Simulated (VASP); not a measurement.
A run of VASP 6.6.1 is set up as follows.

Contents of INCAR:

```
SYSTEM = BN
ALGO     = Normal         ! electronic algorithm
EDIFF    = 1E-7           ! SCF threshold, eV
ENCUT    = 520            ! plane-wave cutoff, eV
GGA      = PS             ! functional
ISIF     = 2              ! what is computed and relaxed
ISMEAR   = 0              ! smearing method
LASPH    = .TRUE.         ! aspherical terms in the spheres
LCHARG   = .TRUE.         ! write CHGCAR
LELF     = .TRUE.         ! ELF
LREAL    = .FALSE.        ! projectors in reciprocal space
LVHAR    = .TRUE.       
LWAVE    = .FALSE.        ! write WAVECAR
NBANDS   = 36             ! bands
NELM     = 60             ! most SCF steps
PREC     = Accurate       ! precision mode
SIGMA    = 0.05           ! smearing width, eV
```

KPOINTS

```
k-points
0
G
  10 10 2
  0 0 0
```

Contents of POSCAR:

```
BN
1.0
   -2.5410113127      0.0000000000      0.0000000000
    1.2705056564     -2.2005803481      0.0000000000
    0.0000000000      0.0000000000     15.6098865130
B N
6 6
Direct
    0.3333333333      0.6666666667      0.0504434122
    0.3333333333      0.6666666667      0.3197147808
    0.3333333333      0.6666666667      0.5889861493
    0.6666666667      0.3333333333      0.7236218336
    0.6666666667      0.3333333333      0.1850790965
    0.6666666667      0.3333333333      0.4543504651
    0.3333333333      0.6666666667      0.7574245477
    0.3333333333      0.6666666667      0.2188818106
    0.3333333333      0.6666666667      0.4881531791
    0.6666666667      0.3333333333      0.6227888634
    0.6666666667      0.3333333333      0.0842461263
    0.6666666667      0.3333333333      0.3535174949
```

Potentials or basis: VASP PAW PBE potentials, release 64 (B, N).

Launch:

```sh
$ cat potpaw_PBE.64/B/POTCAR potpaw_PBE.64/N/POTCAR > POTCAR
$ mpirun -np 1 vasp_std > vasp.out
```

Q: Predict the pressure.

A: -2.3 GPa.

Q: What does it give for the band gap on the k mesh?

A: Zero (band 24 reaches 6.45 eV, above the bottom of band 25 at 6.00 eV).

Forces in eV/Å, atoms in the order of the input:
```
B    0.000  0.000  0.922
B    0.000  0.000  0.563
B    0.000  0.000  0.833
B    0.000  0.000  2.937
B    0.000  0.000  0.826
B    0.000  0.000  0.602
N    0.000  0.000 -2.041
N    0.000  0.000 -0.551
N    0.000  0.000 -0.633
N    0.000  0.000 -1.264
N    0.000  0.000 -1.619
N    0.000  0.000 -0.575
```

Caveat: the PAW data sets were made with another functional, which shifts forces and pressure a little.
